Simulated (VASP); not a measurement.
# RbBr in VASP: notebook

The runs below take RbBr through single point, with PBE, r2SCAN.

All numbers are computed with VASP 6.6.1; they aren't measurements. Logs are shortened: lines on timing, memory, paths and dates and some standing lists are left out, and cuts for length are marked.

### 1 The cell of the first run

It takes space group Pm-3m (No. 221, cubic). Conventional cell: a = 4.320 Å, b = 4.320 Å, c = 4.320 Å, α = 90.00°, β = 90.00°, γ = 90.00°. Rb (site symmetry m-3m) has 8 Br at 3.74 Å and 6 Rb at 4.32 Å within 4.9 Å. Within 4.9 Å of Br (site symmetry m-3m) lie 8 Rb at 3.74 Å and 6 Br at 4.32 Å.

### 2 Single point, PBE (strain +4.8%)

Contents of INCAR:

```
PREC = Accurate
ENCUT = 520
EDIFF = 1E-6
ISMEAR = -1
SIGMA = 0.02
LREAL = F
LASPH = T
NELM = 80
ALGO = Normal
ISIF = 2
LWAVE = F
LCHARG = F
GGA = PE
NBANDS = 15
```

Contents of KPOINTS:

```
regular mesh
0
Gamma
  6 6 6
```

Contents of POSCAR:

```
RbBr
1.0
    4.3201552879      0.0000000000      0.0000000000
    0.0000000000      4.3201552879      0.0000000000
    0.0000000000      0.0000000000      4.3201552879
Rb Br
1 1
Direct
    0.0000000000      0.0000000000      0.0000000000
    0.5000000000      0.5000000000      0.5000000000
```

Potentials or basis: VASP PAW PBE potentials, release 64 (Rb_sv, Br).

On the command line:

```
cat potpaw_PBE.64/Rb_sv/POTCAR potpaw_PBE.64/Br/POTCAR > POTCAR
mpirun -np 1 vasp_std > vasp.out
```

OUTCAR:

```text
PREC = Accurate
   ENCUT = 520
   EDIFF = 1E-6
   ISMEAR = -1
   LREAL = F
   LASPH = T
   NELM = 80
   ISIF = 2
   GGA = PE

 ion  position               nearest neighbor table
   1  0.000  0.000  0.000-   2 3.74   2 3.74   2 3.74   2 3.74   2 3.74   2 3.74   2 3.74   2 3.74

   2  0.500  0.500  0.500-   1 3.74   1 3.74   1 3.74   1 3.74   1 3.74   1 3.74   1 3.74   1 3.74

  LATTYP: Found a simple cubic cell.
 ALAT       =     4.3201552879

  Lattice vectors:

 A1 = (   4.3201552879,   0.0000000000,   0.0000000000)
 A2 = (   0.0000000000,   4.3201552879,   0.0000000000)
 A3 = (   0.0000000000,   0.0000000000,   4.3201552879)

Analysis of symmetry for initial positions (statically):
=====================================================================
 Subroutine PRICEL returns:
 Original cell was already a primitive cell.

 Routine SETGRP: Setting up the symmetry group for a
 simple cubic supercell.

 Subroutine GETGRP returns: Found 48 space group operations
 (whereof 48 operations were pure point group operations)
 out of a pool of 48 trial point group operations.

The static configuration has the point symmetry O_h .

Analysis of symmetry for dynamics (positions and initial velocities):
=====================================================================
 Subroutine PRICEL returns:
 Original cell was already a primitive cell.

 Routine SETGRP: Setting up the symmetry group for a
 simple cubic supercell.

 Subroutine GETGRP returns: Found 48 space group operations
 (whereof 48 operations were pure point group operations)
 out of a pool of 48 trial point group operations.

The dynamic configuration has the point symmetry O_h .

 Subroutine INISYM returns: Found 48 space group operations
 (whereof 48 operations are pure point group operations),
 and found     1 'primitive' translations

----------------------------------------------------------------------------------------

                                     Primitive cell

  volume of cell :      80.6303

  direct lattice vectors                    reciprocal lattice vectors
     4.320155288  0.000000000  0.000000000     0.231473161  0.000000000  0.000000000
     0.000000000  4.320155288  0.000000000     0.000000000  0.231473161  0.000000000
     0.000000000  0.000000000  4.320155288     0.000000000  0.000000000  0.231473161

  length of vectors
     4.320155288  4.320155288  4.320155288     0.231473161  0.231473161  0.231473161

[... 82 lines left out ...]
   ISYM   =      2    0-nonsym 1-usesym 2-fastsym
   POTIM  = 0.5000    time-step for ionic-motion
   TEBEG  =    0.0;   TEEND  =   0.0 temperature during run
   PSTRESS=    0.0 pullay stress
   NELECT =      16.0000    total number of electrons
   NUPDOWN=      -1.0000    fix difference up-down
   EMIN   =  10.00;   EMAX   =-10.00  energy-range for DOS
   EFERMI =   0.00;   METHOD = LEGACY
   ISMEAR =    -1;   SIGMA  =   0.02  broadening in eV -4-tet -1-fermi 0-gaus
   EFERMI_NEDOS =   21; number of points for ismear=-14 and -15
   IALGO  =     38    algorithm
   IMIX   =      4    mixing-type and parameters
     AMIX     =   0.40;   BMIX     =  1.00
     AMIX_MAG =   1.60;   BMIX_MAG =  1.00
  volume/ion in A,a.u.               =      40.32       272.06
  Fermi-wavevector in a.u.,A,eV,Ry     =   0.954880  1.804462 12.405735  0.911796
  Thomas-Fermi vector in A             =   2.083667
   LORBIT       =      0    0 simple, 1 ext, 2 COOP (PROOUT), +10 PAW based schemes
   GGA     = PE    functional components
   LHFCALC =     F    Hartree Fock is set to
   AEXX    =    0.0000 exact exchange contribution
   IVDW    =     0    specifies the selected vdW correction
   LEPSILON=     F    determine dielectric tensor
   LRPA    =     F    only Hartree local field effects (RPA)
 non-spin polarized calculation
  energy-cutoff  :      520.00
  volume of cell :       80.63
 maximum number of plane-waves:      2194
   NGX = 17   NGY = 17   NGZ = 17

 number of electron      15.9999996 magnetization

 Free energy of the ion-electron system (eV)
  ---------------------------------------------------
  ext. energy  EPLUGINS =         0.00000000
  ---------------------------------------------------
  free energy    TOTEN  =        -5.98397743 eV

  energy without entropy =       -5.98397743  energy(sigma->0) =       -5.98397743

 E-fermi :  -0.7382     XC(G=0):  -7.3576

 val. band max:       -1.2630871557   @ k =   0.5000   0.5000   0.0000
 cond. band min:       2.4018272364   @ k =   0.0000   0.0000   0.0000
 fundamental gap:      3.6649143921
 Fermi energy:        -0.7381509003

 k-point     1 :       0.0000    0.0000    0.0000
  band No.  band energies     occupation
      1     -26.6011      2.00000
      2     -13.6769      2.00000
      3     -10.6030      2.00000
      4     -10.6030      2.00000
      5     -10.6030      2.00000
      6      -1.4057      2.00000
      7      -1.4057      2.00000
      8      -1.4057      2.00000
      9       2.4018      0.00000
     10       4.4266      0.00000
     11       4.4266      0.00000
     12       8.2686      0.00000
     13       8.2686      0.00000
     14       8.2686      0.00000
[... 329 lines left out ...]
      2     -13.4794      2.00000
      3     -10.7534      2.00000
      4     -10.7534      2.00000
      5     -10.7534      2.00000
      6      -2.2987      2.00000
      7      -2.2987      2.00000
      8      -2.2987      2.00000
      9       6.5072      0.00000
     10       6.5072      0.00000
     11       6.5072      0.00000
     12       7.4519      0.00000
     13       7.4519      0.00000
     14       7.4519      0.00000
     15       9.9524      0.00000

------------------------ aborting loop because EDIFF is reached ----------------------------------------

  FORCE on cell =-STRESS in cart. coord.  units (eV):
  Direction    XX          YY          ZZ          XY          YZ          ZX
  --------------------------------------------------------------------------------------
  -------------------------------------------------------------------------------------
  Total       -0.4830654     -0.4830654     -0.4830654      0.0000000      0.0000000      0.0000000
  in kB       -9.5988323     -9.5988323     -9.5988323      0.0000000      0.0000000      0.0000000
  external PRESSURE =      -9.5988323 kB  Pullay stress =       0.0000000 kB

 VOLUME and BASIS-vectors are now :
 -----------------------------------------------------------------------------
  energy-cutoff  :      520.00
  volume of cell :       80.63
      direct lattice vectors                 reciprocal lattice vectors
     4.320155288  0.000000000  0.000000000     0.231473161  0.000000000  0.000000000
     0.000000000  4.320155288  0.000000000     0.000000000  0.231473161  0.000000000
     0.000000000  0.000000000  4.320155288     0.000000000  0.000000000  0.231473161

 POSITION                                       TOTAL-FORCE (eV/Angst)
 -----------------------------------------------------------------------------------
      0.00000      0.00000      0.00000         0.000000      0.000000      0.000000
      2.16008      2.16008      2.16008         0.000000      0.000000      0.000000
 -----------------------------------------------------------------------------------
    total drift:                                0.000000      0.000000     -0.000000

  FREE ENERGIE OF THE ION-ELECTRON SYSTEM (eV)
  ---------------------------------------------------
  free  energy   TOTEN  =        -5.9839774256 eV

  energy  without entropy=       -5.9839774256  energy(sigma->0) =       -5.98397743
```

OSZICAR:

```text
N       E                     dE             d eps       ncg     rms          rms(c)
DAV:   1     0.774811861740E+02    0.77481E+02   -0.66928E+03   600   0.915E+02
DAV:   2    -0.628518368354E+00   -0.78110E+02   -0.72436E+02   850   0.161E+02
DAV:   3    -0.609890112646E+01   -0.54704E+01   -0.54506E+01   784   0.433E+01
DAV:   4    -0.626012991488E+01   -0.16123E+00   -0.16119E+00   873   0.642E+00
DAV:   5    -0.626192528427E+01   -0.17954E-02   -0.17954E-02   849   0.625E-01    0.221E+00
DAV:   6    -0.602177523954E+01    0.24015E+00   -0.21695E-01   740   0.232E+00    0.141E+00
DAV:   7    -0.598079409861E+01    0.40981E-01   -0.11271E-01   768   0.177E+00    0.800E-01
DAV:   8    -0.598394052087E+01   -0.31464E-02   -0.15905E-02   750   0.758E-01    0.160E-01
DAV:   9    -0.598378002277E+01    0.16050E-03   -0.85854E-04   810   0.149E-01    0.758E-02
DAV:  10    -0.598397567475E+01   -0.19565E-03   -0.30394E-04   656   0.119E-01    0.183E-02
DAV:  11    -0.598397541925E+01    0.25550E-06   -0.15114E-05   845   0.260E-02    0.990E-03
DAV:  12    -0.598397732776E+01   -0.19085E-05   -0.27418E-06   670   0.104E-02    0.115E-03
DAV:  13    -0.598397742558E+01   -0.97822E-07   -0.60338E-08   517   0.194E-03
   1 F= -.59839774E+01 E0= -.59839774E+01  d E =-.977769E-13
```

stdout:

```text
POSCAR found type information on POSCAR RbBr
 POSCAR found :  2 types and       2 ions
 scaLAPACK will be used
 LDA part: xc-table for (Slater+PW92), standard interpolation
 POSCAR, INCAR and KPOINTS ok, starting setup
 FFT: planning ... GRIDC
 FFT: planning ... GRID_SOFT
 FFT: planning ... GRID
 WAVECAR not read
 entering main loop
```

Wall time 12 s (1 thread of Intel Xeon Platinum 8375C at 2.90GHz (Ice Lake), shared host); peak memory 0.18 GiB.

Results:

```yaml
Free_energy: -5.9840 eV
Pressure: -1.0 GPa
Band_gap_on_the_k_mesh: 3.66 eV, indirect (least direct gap 3.81 eV)
```

Caveat: the cell differs from its parent crystal (strain +4.8%).

### 3 Single point, r2SCAN (strain +4.8%)

POSCAR is that of step 2.

Contents of INCAR.step1:

```
SYSTEM = RbBr
  ALGO = Normal
  EDIFF = 1E-4
  ENCUT = 520
  GGA = PE
  ISMEAR = 0
  LASPH = .True.
  LCHARG = .False.
  LREAL = .False.
  LWAVE = .True.
  NBANDS = 15
  NELM = 60
  PREC = Accurate
  SIGMA = 0.01
```

Contents of INCAR.step2:

```
SYSTEM = RbBr
  ALGO = Normal
  EDIFF = 1E-7
  ENCUT = 520
  ISIF = 2
  ISMEAR = 0
  ISTART = 1
  LASPH = .True.
  LCHARG = .True.
  LELF = .True.
  LMIXTAU = .True.
  LREAL = .False.
  LVHAR = .True.
  LWAVE = .False.
  METAGGA = R2SCAN
  NBANDS = 15
  NELM = 60
  PREC = Accurate
  SIGMA = 0.01
```

Contents of KPOINTS:

```
k-points
0
Gamma
  6 6 6
  0 0 0
```

Potentials or basis: VASP PAW PBE potentials, release 64 (Rb_sv, Br).

On the command line:

```
cat potpaw_PBE.64/Rb_sv/POTCAR potpaw_PBE.64/Br/POTCAR > POTCAR
cp INCAR.step1 INCAR
mpirun -np 1 vasp_std > vasp.out
cp INCAR.step2 INCAR
mpirun -np 1 vasp_std > vasp.out
```

OUTCAR:

```text
SYSTEM = RbBr
   EDIFF = 1E-7
   ENCUT = 520
   ISIF = 2
   ISMEAR = 0
   ISTART = 1
   LASPH = .True.
   LREAL = .False.
   METAGGA = R2SCAN
   NELM = 60
   PREC = Accurate

 ion  position               nearest neighbor table
   1  0.000  0.000  0.000-   2 3.74   2 3.74   2 3.74   2 3.74   2 3.74   2 3.74   2 3.74   2 3.74

   2  0.500  0.500  0.500-   1 3.74   1 3.74   1 3.74   1 3.74   1 3.74   1 3.74   1 3.74   1 3.74

  LATTYP: Found a simple cubic cell.
 ALAT       =     4.3201552879

  Lattice vectors:

 A1 = (   4.3201552879,   0.0000000000,   0.0000000000)
 A2 = (   0.0000000000,   4.3201552879,   0.0000000000)
 A3 = (   0.0000000000,   0.0000000000,   4.3201552879)

Analysis of symmetry for initial positions (statically):
=====================================================================
 Subroutine PRICEL returns:
 Original cell was already a primitive cell.

 Routine SETGRP: Setting up the symmetry group for a
 simple cubic supercell.

 Subroutine GETGRP returns: Found 48 space group operations
 (whereof 48 operations were pure point group operations)
 out of a pool of 48 trial point group operations.

[... 171 lines left out ...]
      6      -1.7919      2.00000
      7      -1.7919      2.00000
      8      -1.7919      2.00000
      9       2.7205      0.00000
     10       4.5839      0.00000
     11       4.5839      0.00000
     12       8.6937      0.00000
     13       8.6937      0.00000
     14       8.6937      0.00000
[... 329 lines left out ...]
      2     -14.2882      2.00000
      3     -11.3709      2.00000
      4     -11.3709      2.00000
      5     -11.3709      2.00000
      6      -2.6877      2.00000
      7      -2.6877      2.00000
      8      -2.6877      2.00000
      9       6.7428      0.00000
     10       6.7428      0.00000
     11       6.7428      0.00000
     12       7.8533      0.00000
     13       7.8533      0.00000
     14       7.8533      0.00000
     15      10.5141      0.00000

------------------------ aborting loop because EDIFF is reached ----------------------------------------

  FORCE on cell =-STRESS in cart. coord.  units (eV):
  Direction    XX          YY          ZZ          XY          YZ          ZX
  --------------------------------------------------------------------------------------
  -------------------------------------------------------------------------------------
  Total       -0.8307437     -0.8307437     -0.8307437     -0.0000000      0.0000000     -0.0000000
  in kB      -16.5074348    -16.5074348    -16.5074348     -0.0000000      0.0000000     -0.0000000
  external PRESSURE =     -16.5074348 kB  Pullay stress =       0.0000000 kB

 VOLUME and BASIS-vectors are now :
 -----------------------------------------------------------------------------
  energy-cutoff  :      520.00
  volume of cell :       80.63
      direct lattice vectors                 reciprocal lattice vectors
     4.320155288  0.000000000  0.000000000     0.231473161  0.000000000  0.000000000
     0.000000000  4.320155288  0.000000000     0.000000000  0.231473161  0.000000000
     0.000000000  0.000000000  4.320155288     0.000000000  0.000000000  0.231473161

 POSITION                                       TOTAL-FORCE (eV/Angst)
 -----------------------------------------------------------------------------------
      0.00000      0.00000      0.00000         0.000000      0.000000      0.000000
      2.16008      2.16008      2.16008         0.000000      0.000000      0.000000
 -----------------------------------------------------------------------------------
    total drift:                                0.000000      0.000000     -0.000000

  FREE ENERGIE OF THE ION-ELECTRON SYSTEM (eV)
  ---------------------------------------------------
  free  energy   TOTEN  =       -31.0505828576 eV

  energy  without entropy=      -31.0505828576  energy(sigma->0) =      -31.05058286
```

OUTCAR.step1:

```text
SYSTEM = RbBr
   EDIFF = 1E-4
   ENCUT = 520
   GGA = PE
   ISMEAR = 0
   LASPH = .True.
   LREAL = .False.
[... 574 lines left out ...]
      0.00000      0.00000      0.00000         0.000000      0.000000      0.000000
      2.16008      2.16008      2.16008         0.000000      0.000000      0.000000
 -----------------------------------------------------------------------------------
    total drift:                                0.000000      0.000000     -0.000000

  FREE ENERGIE OF THE ION-ELECTRON SYSTEM (eV)
  ---------------------------------------------------
  free  energy   TOTEN  =        -5.9839752896 eV

  energy  without entropy=       -5.9839752896  energy(sigma->0) =       -5.98397529
```

OSZICAR.step1:

```text
N       E                     dE             d eps       ncg     rms          rms(c)
DAV:   1     0.774822473736E+02    0.77482E+02   -0.66928E+03   600   0.915E+02
DAV:   2    -0.628518368366E+00   -0.78111E+02   -0.72431E+02   850   0.161E+02
DAV:   3    -0.609890112647E+01   -0.54704E+01   -0.54506E+01   784   0.433E+01
DAV:   4    -0.626012991494E+01   -0.16123E+00   -0.16119E+00   873   0.642E+00
DAV:   5    -0.626192528433E+01   -0.17954E-02   -0.17954E-02   849   0.625E-01    0.221E+00
DAV:   6    -0.602177523956E+01    0.24015E+00   -0.21695E-01   740   0.232E+00    0.141E+00
DAV:   7    -0.598079409863E+01    0.40981E-01   -0.11271E-01   768   0.177E+00    0.800E-01
DAV:   8    -0.598394052093E+01   -0.31464E-02   -0.15905E-02   750   0.758E-01    0.160E-01
DAV:   9    -0.598378002274E+01    0.16050E-03   -0.85854E-04   810   0.149E-01    0.758E-02
DAV:  10    -0.598397566683E+01   -0.19564E-03   -0.30386E-04   648   0.119E-01    0.183E-02
DAV:  11    -0.598397528959E+01    0.37724E-06   -0.13819E-05   454   0.260E-02
   1 F= -.59839753E+01 E0= -.59839753E+01  d E =-.247340E-93
```

It took 46 s on 1 thread of Intel Xeon Platinum 8375C at 2.90GHz (Ice Lake), shared host; peak memory 0.19 GiB.

Results:

```
Free energy            : -31.0506 eV
Pressure               : -1.7 GPa
Band gap on the k mesh : 4.37 eV, indirect (least direct gap 4.51 eV)
```

Caveat: the cell differs from its parent crystal (strain +4.8%); the PAW data sets were made with another functional, which shifts forces and pressure a little. A k mesh can miss the band edges.

(Continued in part 2 of 2.)
